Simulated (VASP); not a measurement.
# Mg (P6/mmm) in VASP: notebook

Runs on Mg. Level: PBE. Tasks: single point.

Everything below comes from runs of VASP 6.6.1. Logs are shortened: lines on timing, memory, paths and dates and some standing lists are left out, and cuts for length are marked.

### Step 1. The cell of the first run

The structure is hexagonal, space group P6/mmm (No. 191). The conventional cell has a = 4.295 Å, b = 4.295 Å, c = 2.581 Å, α = 90.00°, β = 90.00°, γ = 120.00°. Mg (site symmetry 6/mmm) has 14 Mg at 2.58 to 2.80 Å within 3.4 Å. Mg (site symmetry -6m2) has 11 Mg at 2.48 to 2.80 Å within 3.3 Å.

This isn't the form of Mg at room conditions, which is hcp.

### Step 2. Single point, PBE

INCAR reads:

```
ALGO = Normal
EDIFF = 1E-7
ENCUT = 520
GGA = PE
ISIF = 2
ISMEAR = -1
LASPH = True
LCHARG = False
LREAL = False
LWAVE = False
NBANDS = 10
NELM = 100
PREC = Accurate
SIGMA = 0.1
```

KPOINTS reads:

```
k-points
0
Gamma
  9 9 12
```

POSCAR reads:

```
Mg
1.0
    4.2953593829      0.0000000000      0.0000000000
   -2.1476796914      3.7198903439      0.0000000000
    0.0000000000      0.0000000000      2.5805050766
Mg
3
Direct
    0.0000000000      0.0000000000      0.0000000000
    0.3333333333      0.6666666667      0.5000000000
    0.6666666667      0.3333333333      0.5000000000
```

Potentials or basis: VASP PAW PBE potentials, release 64 (Mg).

Started as:

```bash
$ cat potpaw_PBE.64/Mg/POTCAR > POTCAR
$ mpirun -np 1 vasp_std > vasp.out
```

OUTCAR:

```text
EDIFF = 1E-7
   ENCUT = 520
   GGA = PE
   ISIF = 2
   ISMEAR = -1
   LASPH = True
   LREAL = False
   NELM = 100
   PREC = Accurate

 ion  position               nearest neighbor table
   1  0.000  0.000  0.000-   2 2.80   3 2.80   2 2.80   3 2.80   2 2.80   2 2.80   3 2.80   3 2.80
                             3 2.80   3 2.80   2 2.80   2 2.80
   2  0.333  0.667  0.500-   3 2.48   3 2.48   3 2.48   1 2.80   1 2.80   1 2.80   1 2.80   1 2.80
                             1 2.80   3 3.58   3 3.58   3 3.58   3 3.58   3 3.58   3 3.58
   3  0.667  0.333  0.500-   2 2.48   2 2.48   2 2.48   1 2.80   1 2.80   1 2.80   1 2.80   1 2.80
                             1 2.80   2 3.58   2 3.58   2 3.58   2 3.58   2 3.58   2 3.58

  LATTYP: Found a hexagonal cell.
 ALAT       =     4.2953593829
 C/A-ratio  =     0.6007658141

  Lattice vectors:

 A1 = (   4.2953593829,   0.0000000000,   0.0000000000)
 A2 = (  -2.1476796914,   3.7198903439,   0.0000000000)
 A3 = (   0.0000000000,   0.0000000000,   2.5805050766)

Analysis of symmetry for initial positions (statically):
=====================================================================
 Subroutine PRICEL returns:
 Original cell was already a primitive cell.

 Routine SETGRP: Setting up the symmetry group for a
 hexagonal supercell.

 Subroutine GETGRP returns: Found 24 space group operations
 (whereof 24 operations were pure point group operations)
 out of a pool of 24 trial point group operations.

The static configuration has the point symmetry D_6h.

Analysis of symmetry for dynamics (positions and initial velocities):
=====================================================================
 Subroutine PRICEL returns:
 Original cell was already a primitive cell.

 Routine SETGRP: Setting up the symmetry group for a
 hexagonal supercell.

 Subroutine GETGRP returns: Found 24 space group operations
 (whereof 24 operations were pure point group operations)
 out of a pool of 24 trial point group operations.

The dynamic configuration has the point symmetry D_6h.

 Subroutine INISYM returns: Found 24 space group operations
 (whereof 24 operations are pure point group operations),
 and found     1 'primitive' translations

----------------------------------------------------------------------------------------

                                     Primitive cell

  volume of cell :      41.2320

  direct lattice vectors                    reciprocal lattice vectors
     4.295359383  0.000000000  0.000000000     0.232809391  0.134412564  0.000000000
    -2.147679691  3.719890344  0.000000000     0.000000000  0.268825129  0.000000000
[... 97 lines left out ...]
   PSTRESS=    0.0 pullay stress
   NELECT =       6.0000    total number of electrons
   NUPDOWN=      -1.0000    fix difference up-down
   EMIN   =  10.00;   EMAX   =-10.00  energy-range for DOS
   EFERMI =   0.00;   METHOD = LEGACY
   ISMEAR =    -1;   SIGMA  =   0.10  broadening in eV -4-tet -1-fermi 0-gaus
   EFERMI_NEDOS =   21; number of points for ismear=-14 and -15
   IALGO  =     38    algorithm
   IMIX   =      4    mixing-type and parameters
     AMIX     =   0.40;   BMIX     =  1.00
     AMIX_MAG =   1.60;   BMIX_MAG =  1.00
  volume/ion in A,a.u.               =      13.74        92.75
  Fermi-wavevector in a.u.,A,eV,Ry     =   0.861087  1.627219 10.088327  0.741471
  Thomas-Fermi vector in A             =   1.978689
   LORBIT       =      0    0 simple, 1 ext, 2 COOP (PROOUT), +10 PAW based schemes
   GGA     = PE    functional components
   LHFCALC =     F    Hartree Fock is set to
   AEXX    =    0.0000 exact exchange contribution
   IVDW    =     0    specifies the selected vdW correction
   LEPSILON=     F    determine dielectric tensor
   LRPA    =     F    only Hartree local field effects (RPA)
 non-spin polarized calculation
  energy-cutoff  :      520.00
  volume of cell :       41.23
 maximum number of plane-waves:      1128
 NGX is ok and might be reduce to    32
   NGX = 15   NGY = 15   NGZ =  9

 number of electron       6.0000000 magnetization

 Free energy of the ion-electron system (eV)
  ---------------------------------------------------
  ext. energy  EPLUGINS =         0.00000000
  ---------------------------------------------------
  free energy    TOTEN  =        -1.46470816 eV

  energy without entropy =       -1.43945260  energy(sigma->0) =       -1.45208038

 E-fermi :   6.0555     XC(G=0): -10.2439

 val. band max:        6.0372425266   @ k =   0.3333   0.0000   0.3333
 cond. band min:       6.0744711849   @ k =   0.0000   0.0000   0.0833
 fundamental gap:      0.0372286583
 Fermi energy:         6.0555388253

 k-point     1 :       0.0000    0.0000    0.0000
  band No.  band energies     occupation
      1      -3.4481      2.00000
      2       5.9415      1.51559
      3       5.9415      1.51559
      4       5.9712      1.39840
      5       5.9712      1.39839
      6       8.6665      0.00000
      7       9.1340      0.00000
      8      18.0358      0.00000
      9      18.2914      0.00000
     10      23.4094      0.00000
[... 287 lines left out ...]
 k-point    24 :       0.3333    0.3333    0.0833
  band No.  band energies     occupation
      1       0.2352      2.00000
      2       0.2504      2.00000
      3       0.2504      2.00000
      4      10.0095      0.00000
      5      10.1628      0.00000
      6      10.1628      0.00000
      7      16.4506      0.00000
      8      16.4506      0.00000
      9      16.7616      0.00000
     10      20.0428      0.00000

 [... further k-points ...]

------------------------ aborting loop because EDIFF is reached ----------------------------------------

  FORCE on cell =-STRESS in cart. coord.  units (eV):
  Direction    XX          YY          ZZ          XY          YZ          ZX
  --------------------------------------------------------------------------------------
  -------------------------------------------------------------------------------------
  Total       13.0114202     13.0114202     12.9970619      0.0000000      0.0000000      0.0000000
  in kB      505.5928514    505.5928514    505.0349214      0.0000000      0.0000000      0.0000000
  external PRESSURE =     505.4068747 kB  Pullay stress =       0.0000000 kB

 VOLUME and BASIS-vectors are now :
 -----------------------------------------------------------------------------
  energy-cutoff  :      520.00
  volume of cell :       41.23
      direct lattice vectors                 reciprocal lattice vectors
     4.295359383  0.000000000  0.000000000     0.232809391  0.134412564  0.000000000
    -2.147679691  3.719890344  0.000000000     0.000000000  0.268825129  0.000000000
     0.000000000  0.000000000  2.580505077     0.000000000  0.000000000  0.387521036

 POSITION                                       TOTAL-FORCE (eV/Angst)
 -----------------------------------------------------------------------------------
      0.00000      0.00000      0.00000         0.000000      0.000000     -0.000000
     -0.00000      2.47993      1.29025        -0.000000      0.000000     -0.000000
      2.14768      1.23996      1.29025         0.000000     -0.000000      0.000000
 -----------------------------------------------------------------------------------
    total drift:                                0.000000     -0.000000     -0.000000

  FREE ENERGIE OF THE ION-ELECTRON SYSTEM (eV)
  ---------------------------------------------------
  free  energy   TOTEN  =        -1.4647081556 eV

  energy  without entropy=       -1.4394525964  energy(sigma->0) =       -1.45208038
```

It took 21 s on 1 thread of Intel Xeon 6455B, shared host; peak memory 0.17 GiB.

What came out:

```yaml
Free_energy: -1.4647 eV
Pressure: 50.5 GPa
Band_gap_on_the_k_mesh: zero (bands 3 and 4 overlap by 5.06 eV)
```

Levels at points of the mesh, in eV from the Fermi level:
| k point | band 1 | band 2 | band 3 | band 4 | band 5 | band 6 | band 7 | band 8 |
| --- | --- | --- | --- | --- | --- | --- | --- | --- |
| (0.00, 0.00, 0.00) | -9.50 | -0.11 | -0.11 | -0.08 | -0.08 | 2.61 | 3.08 | 11.98 |
| (0.00, 0.00, 0.50) | -4.16 | -3.99 | 4.07 | 4.07 | 4.27 | 4.27 | 5.29 | 5.29 |

Caveat: the cell stands under pressure.

### Step 3. Single point, PBE

INCAR reads:

```
PREC = Accurate ; ENCUT = 520
EDIFF = 1E-6 ; ISMEAR = -1
SIGMA = 0.1 ; LREAL = False
LASPH = True ; NELM = 80
ALGO = Normal ; ISIF = 2
LWAVE = False ; LCHARG = True
GGA = PE ; LELF = True
LVHAR = True ; NBANDS = 10
```

KPOINTS reads:

```
regular mesh
0
Gamma
  9 9 12
```

POSCAR reads:

```
Mg
1.0
    4.2948072917      0.0000000000      0.0000000000
   -2.1474036459      3.7194122190      0.0000000000
    0.0000000000      0.0000000000      2.5801512975
Mg
3
Direct
    0.0000000000      0.0000000000      0.0000000000
    0.3333333333      0.6666666667      0.5000000000
    0.6666666667      0.3333333333      0.5000000000
```

Potentials or basis: VASP PAW PBE potentials, release 64 (Mg).

Started as:

```bash
$ cat potpaw_PBE.64/Mg/POTCAR > POTCAR
$ mpirun -np 1 vasp_std > vasp.out
```

It took 19 s on 1 thread of Intel Xeon 6455B, shared host; peak memory 0.17 GiB.

Results (log left out):

```yaml
Free_energy: -1.4596 eV
Pressure: 50.6 GPa
Band_gap_on_the_k_mesh: zero (bands 3 and 4 overlap by 5.06 eV)
```

Levels at points of the mesh, in eV from the Fermi level:
```csv
k point,band 1,band 2,band 3,band 4,band 5,band 6,band 7
"(0.00, 0.00, 0.00)",-9.51,-0.11,-0.11,-0.08,-0.08,2.61,3.08
"(0.00, 0.00, 0.50)",-4.16,-3.99,4.07,4.07,4.27,4.27,5.29
```

Caveat: the cell stands under pressure.
